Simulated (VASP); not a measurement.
# Au (Fm-3m) in VASP: notebook

Runs on Au. Level: PBE. Tasks: single point.

Everything below comes from runs of VASP 6.6.1. Logs are shortened: lines on timing, memory, paths and dates and some standing lists are left out, and cuts for length are marked.

## (1) The cell of the first run

Symmetry: Fm-3m, No. 225, cubic system. The conventional cell has a = 3.926 Å, b = 3.926 Å, c = 3.926 Å, α = 90.00°, β = 90.00°, γ = 90.00°. Au (site symmetry m-3m) has 12 Au at 2.78 Å within 3.7 Å.

## (2) Single point, PBE

File INCAR:

```
SYSTEM = Au
PREC = Accurate
ENCUT = 520
EDIFF = 1E-7
ISMEAR = -1
SIGMA = 0.1
LREAL = .FALSE.
LASPH = .TRUE.
NELM = 60
ALGO = Normal
ISIF = 2
LWAVE = .FALSE.
LCHARG = .FALSE.
GGA = PE
NBANDS = 12
```

File KPOINTS:

```
Automatic mesh
0
G
  10 10 10
  0 0 0
```

File POSCAR:

```
Au
1.0
    0.0000000000      1.9630728786      1.9630728786
    1.9630728786      0.0000000000      1.9630728786
    1.9630728786      1.9630728786      0.0000000000
Au
1
Direct
    0.0000000000      0.0000000000      0.0000000000
```

Potentials or basis: VASP PAW PBE potentials, release 64 (Au).

Started as:

```
$ cat potpaw_PBE.64/Au/POTCAR > POTCAR
$ mpirun -np 1 vasp_std > vasp.out
```

OUTCAR:

```text
SYSTEM = Au
   PREC = Accurate
   ENCUT = 520
   EDIFF = 1E-7
   ISMEAR = -1
   LREAL = .FALSE.
   LASPH = .TRUE.
   NELM = 60
   ISIF = 2
   GGA = PE

 ion  position               nearest neighbor table
   1  0.000  0.000  0.000-

  LATTYP: Found a face centered cubic cell.
 ALAT       =     3.9261457572

  Lattice vectors:

 A1 = (   0.0000000000,   1.9630728786,   1.9630728786)
 A2 = (   1.9630728786,   0.0000000000,   1.9630728786)
 A3 = (   1.9630728786,   1.9630728786,   0.0000000000)

Analysis of symmetry for initial positions (statically):
=====================================================================
 Subroutine PRICEL returns:
 Original cell was already a primitive cell.

 Routine SETGRP: Setting up the symmetry group for a
 face centered cubic supercell.

 Subroutine GETGRP returns: Found 48 space group operations
 (whereof 48 operations were pure point group operations)
 out of a pool of 48 trial point group operations.

The static configuration has the point symmetry O_h .

Analysis of symmetry for dynamics (positions and initial velocities):
=====================================================================
 Subroutine PRICEL returns:
 Original cell was already a primitive cell.

 Routine SETGRP: Setting up the symmetry group for a
 face centered cubic supercell.

 Subroutine GETGRP returns: Found 48 space group operations
 (whereof 48 operations were pure point group operations)
 out of a pool of 48 trial point group operations.

The dynamic configuration has the point symmetry O_h .

 Subroutine INISYM returns: Found 48 space group operations
 (whereof 48 operations are pure point group operations),
 and found     1 'primitive' translations

----------------------------------------------------------------------------------------

                                     Primitive cell

  volume of cell :      15.1300

  direct lattice vectors                    reciprocal lattice vectors
     0.000000000  1.963072879  1.963072879    -0.254702719  0.254702719  0.254702719
     1.963072879  0.000000000  1.963072879     0.254702719 -0.254702719  0.254702719
     1.963072879  1.963072879  0.000000000     0.254702719  0.254702719 -0.254702719

  length of vectors
     2.776204289  2.776204289  2.776204289     0.441158050  0.441158050  0.441158050

  position of ions in fractional coordinates (direct lattice)
     0.000000000  0.000000000  0.000000000

  ion indices of the primitive-cell ions
   primitive index   ion index
                 1           1

----------------------------------------------------------------------------------------

 KPOINTS: Automatic mesh

Automatic generation of k-mesh.
 Grid dimensions read from file:
 generate k-points for:   10   10   10

 Generating k-lattice:

  Cartesian coordinates                     Fractional coordinates (reciprocal lattice)
    -0.025470272  0.025470272  0.025470272     0.100000000  0.000000000  0.000000000
     0.025470272 -0.025470272  0.025470272     0.000000000  0.100000000  0.000000000
     0.025470272  0.025470272 -0.025470272     0.000000000  0.000000000  0.100000000

  Length of vectors
     0.044115805  0.044115805  0.044115805

  Shift w.r.t. Gamma in fractional coordinates (k-lattice)
     0.000000000  0.000000000  0.000000000

 Subroutine IBZKPT returns following result:
 ===========================================

 Found     47 irreducible k-points:

 Following reciprocal coordinates:
            Coordinates               Weight
  0.000000  0.000000  0.000000      1.000000
  0.100000  0.000000  0.000000      8.000000
  0.200000  0.000000  0.000000      8.000000
  0.300000  0.000000  0.000000      8.000000
  0.400000  0.000000  0.000000      8.000000
  0.500000  0.000000  0.000000      4.000000
[... 16 lines left out ...]
  0.300000  0.300000  0.000000      6.000000
  0.400000  0.300000  0.000000     24.000000
 [... further k-points ...]
   k-points           NKPTS =     47   k-points in BZ     NKDIM =     47   number of bands    NBANDS=     12
   number of dos      NEDOS =    301   number of ions     NIONS =      1
   total plane-waves  NPLWV =  13824
   dimension x,y,z NGX =    24 NGY =   24 NGZ =   24
   dimension x,y,z NGXF=    48 NGYF=   48 NGZF=   48
   ions per type =               1
   NGX,Y,Z   is equivalent  to a cutoff of  14.37, 14.37, 14.37 a.u.
   NGXF,Y,Z  is equivalent  to a cutoff of  28.74, 28.74, 28.74 a.u.
 SYSTEM =  Au
   PREC   = accura    normal or accurate (medium, high low for compatibility)
   ISTART =      0    job   : 0-new  1-cont  2-samecut
   ICHARG =      2    charge: 1-file 2-atom 10-const
   ISPIN  =      1    spin polarized calculation?
   LNONCOLLINEAR =      F non collinear calculations
   LSORBIT =      F    spin-orbit coupling
   LASPH  =      T    aspherical Exc in radial PAW
   ENCUT  =  520.0 eV  38.22 Ry    6.18 a.u.   5.16  5.16  5.16*2*pi/ulx,y,z
   NELM   =     60;   NELMIN=  2; NELMDL= -5     # of ELM steps
   EDIFF  = 0.1E-06   stopping-criterion for ELM
   LREAL  =      F    real-space projection
   EDIFFG = 0.1E-05   stopping-criterion for IOM
   NSW    =      0    number of steps for IOM
   IBRION =     -1    ionic relax: 0-MD 1-quasi-New 2-CG
   NFREE  =      0    steps in history (QN), initial steepest desc. (CG)
   ISIF   =      2    stress and relaxation
   ISYM   =      2    0-nonsym 1-usesym 2-fastsym
   POTIM  = 0.5000    time-step for ionic-motion
   TEBEG  =    0.0;   TEEND  =   0.0 temperature during run
   PSTRESS=    0.0 pullay stress
   NELECT =      11.0000    total number of electrons
   NUPDOWN=      -1.0000    fix difference up-down
   EMIN   =  10.00;   EMAX   =-10.00  energy-range for DOS
   EFERMI =   0.00;   METHOD = LEGACY
   ISMEAR =    -1;   SIGMA  =   0.10  broadening in eV -4-tet -1-fermi 0-gaus
   EFERMI_NEDOS =   21; number of points for ismear=-14 and -15
   IALGO  =     38    algorithm
   IMIX   =      4    mixing-type and parameters
     AMIX     =   0.40;   BMIX     =  1.00
     AMIX_MAG =   1.60;   BMIX_MAG =  1.00
  volume/ion in A,a.u.               =      15.13       102.10
  Fermi-wavevector in a.u.,A,eV,Ry     =   1.472062  2.781793 29.483352  2.166965
  Thomas-Fermi vector in A             =   2.587122
   LORBIT       =      0    0 simple, 1 ext, 2 COOP (PROOUT), +10 PAW based schemes
   GGA     = PE    functional components
   LHFCALC =     F    Hartree Fock is set to
   AEXX    =    0.0000 exact exchange contribution
   IVDW    =     0    specifies the selected vdW correction
   LEPSILON=     F    determine dielectric tensor
   LRPA    =     F    only Hartree local field effects (RPA)
 non-spin polarized calculation
  energy-cutoff  :      520.00
  volume of cell :       15.13
 maximum number of plane-waves:       416
 NGX is ok and might be reduce to    24
   NGX = 11   NGY = 11   NGZ = 11

 number of electron      10.9999999 magnetization

 Free energy of the ion-electron system (eV)
  ---------------------------------------------------
  ext. energy  EPLUGINS =         0.00000000
  ---------------------------------------------------
  free energy    TOTEN  =        -2.91635469 eV

  energy without entropy =       -2.89900015  energy(sigma->0) =       -2.90767742

 E-fermi :  11.6348     XC(G=0): -13.4424

 val. band max:       11.5230670000   @ k =   0.5000   0.1000   0.0000
 cond. band min:      11.7983805473   @ k =   0.5000   0.3000   0.1000
 fundamental gap:      0.2753135473
 Fermi energy:        11.6348099225

 k-point     1 :       0.0000    0.0000    0.0000
  band No.  band energies     occupation
      1       0.4085      2.00000
      2       6.2019      2.00000
      3       6.2019      2.00000
      4       6.2019      2.00000
      5       8.0690      2.00000
      6       8.0690      2.00000
      7      25.8725      0.00000
      8      30.5690      0.00000
      9      30.5690      0.00000
     10      30.5690      0.00000
     11      35.8780      0.00000
     12      42.0154      0.00000

 k-point     2 :       0.1000    0.0000    0.0000
  band No.  band energies     occupation
      1       0.7931      2.00000
      2       6.0664      2.00000
      3       6.3373      2.00000
      4       6.3373      2.00000
      5       8.0078      2.00000
      6       8.0078      2.00000
      7      26.3809      0.00000
      8      28.6929      0.00000
      9      31.1046      0.00000
     10      31.1046      0.00000
     11      37.1251      0.00000
     12      39.4417      0.00000

 k-point     3 :       0.2000    0.0000    0.0000
  band No.  band energies     occupation
      1       1.8084      2.00000
      2       5.8880      2.00000
      3       6.5433      2.00000
      4       6.5433      2.00000
      5       8.0500      2.00000
      6       8.0500      2.00000
      7      25.3725      0.00000
      8      27.3419      0.00000
      9      32.4621      0.00000
     10      32.4621      0.00000
     11      34.5642      0.00000
     12      36.8101      0.00000
[... 286 lines left out ...]
 k-point    23 :       0.3000    0.3000    0.0000
  band No.  band energies     occupation
      1       3.5427      2.00000
      2       4.4497      2.00000
      3       7.4298      2.00000
      4       8.2657      2.00000
      5       8.2657      2.00000
      6       8.9682      2.00000
      7      25.7767      0.00000
      8      25.7767      0.00000
      9      26.7557      0.00000
     10      29.1950      0.00000
     11      30.7084      0.00000
     12      39.5234      0.00000

 k-point    24 :       0.4000    0.3000    0.0000
  band No.  band energies     occupation
      1       3.7863      2.00000
      2       4.2888      2.00000
      3       7.4748      2.00000
      4       8.4028      2.00000
      5       9.4557      2.00000
      6      10.0295      2.00000
      7      22.1622      0.00000
      8      24.6477      0.00000
      9      24.7348      0.00000
     10      30.1260      0.00000
     11      32.3556      0.00000
     12      39.6662      0.00000

 [... further k-points ...]

------------------------ aborting loop because EDIFF is reached ----------------------------------------

  FORCE on cell =-STRESS in cart. coord.  units (eV):
  Direction    XX          YY          ZZ          XY          YZ          ZX
  --------------------------------------------------------------------------------------
  -------------------------------------------------------------------------------------
  Total        3.7389127      3.7389127      3.7389127      0.0000000     -0.0000000     -0.0000000
  in kB      395.9283890    395.9283890    395.9283890      0.0000000     -0.0000000     -0.0000000
  external PRESSURE =     395.9283890 kB  Pullay stress =       0.0000000 kB

 VOLUME and BASIS-vectors are now :
 -----------------------------------------------------------------------------
  energy-cutoff  :      520.00
  volume of cell :       15.13
      direct lattice vectors                 reciprocal lattice vectors
     0.000000000  1.963072879  1.963072879    -0.254702719  0.254702719  0.254702719
     1.963072879  0.000000000  1.963072879     0.254702719 -0.254702719  0.254702719
     1.963072879  1.963072879  0.000000000     0.254702719  0.254702719 -0.254702719

 POSITION                                       TOTAL-FORCE (eV/Angst)
 -----------------------------------------------------------------------------------
      0.00000      0.00000      0.00000         0.000000      0.000000      0.000000
 -----------------------------------------------------------------------------------
    total drift:                                0.000000     -0.000000     -0.000000

  FREE ENERGIE OF THE ION-ELECTRON SYSTEM (eV)
  ---------------------------------------------------
  free  energy   TOTEN  =        -2.9163546896 eV

  energy  without entropy=       -2.8990001489  energy(sigma->0) =       -2.90767742
```

It took 23 s on 1 thread of AMD EPYC 7R13, shared host; peak memory 0.11 GiB.

Results:

```yaml
Free_energy: -2.9164 eV
Pressure: 39.6 GPa
```

Levels at points of the mesh, in eV from the Fermi level:
| k point | band 3 | band 4 | band 5 | band 6 | band 7 | band 8 | band 9 | band 10 |
| --- | --- | --- | --- | --- | --- | --- | --- | --- |
| (0.00, 0.00, 0.00) | -5.43 | -5.43 | -3.57 | -3.57 | 14.24 | 18.93 | 18.93 | 18.93 |
| (0.50, 0.00, 0.00) | -5.49 | -2.09 | -2.09 | -1.57 | 3.74 | 13.72 | 17.96 | 17.96 |
| (0.50, 0.50, 0.00) | -2.14 | -1.69 | -1.69 | 0.64 | 6.79 | 10.30 | 10.30 | 18.52 |

Caveat: spin-orbit coupling is left out, which moves the levels of the heavy elements.

## (3) Single point, PBE

This run uses another cell than the first one, of 16.20 Å³/atom, 1.071 times its volume.

File INCAR:

```
ALGO     = Normal         # electronic algorithm
EDIFF    = 1E-6           # SCF threshold, eV
ENCUT    = 520            # plane-wave cutoff, eV
GGA      = PE             # functional
ISIF     = 2              # what is computed and relaxed
ISMEAR   = -1             # smearing method
LASPH    = T              # aspherical terms in the spheres
LCHARG   = F              # write CHGCAR
LREAL    = F              # projectors in reciprocal space
LWAVE    = F              # write WAVECAR
NBANDS   = 12             # bands
NELM     = 100            # most SCF steps
PREC     = Accurate       # precision mode
SIGMA    = 0.1            # smearing width, eV
```

File KPOINTS:

```
k-points
0
Gamma
  10 10 10
```

File POSCAR:

```
Au
1.0
    0.0000000000      2.0083658934      2.0083658934
    2.0083658934      0.0000000000      2.0083658934
    2.0083658934      2.0083658934      0.0000000000
Au
1
Direct
    0.0000000000      0.0000000000      0.0000000000
```

Potentials or basis: VASP PAW PBE potentials, release 64 (Au).

Started as:

```
$ cat potpaw_PBE.64/Au/POTCAR > POTCAR
$ mpirun -np 1 vasp_std > vasp.out
```

Wall time 24 s (1 thread of AMD EPYC 7R13, shared host); peak memory 0.11 GiB.

It converged, with:

```
Free energy : -3.1109 eV
Pressure    : 19.6 GPa
```

Levels at points of the mesh, in eV from the Fermi level:
| k point | band 4 | band 5 | band 6 | band 7 | band 8 | band 9 |
| --- | --- | --- | --- | --- | --- | --- |
| (0.00, 0.00, 0.00) | -4.98 | -3.32 | -3.32 | 14.44 | 18.73 | 18.73 |
| (0.50, 0.00, 0.00) | -2.01 | -2.01 | -1.20 | 3.36 | 13.90 | 17.51 |
| (0.50, 0.50, 0.00) | -1.65 | -1.65 | 0.88 | 6.20 | 10.15 | 10.15 |

Caveat: spin-orbit coupling is left out, which moves the levels of the heavy elements.

[end of part 1 of 2]
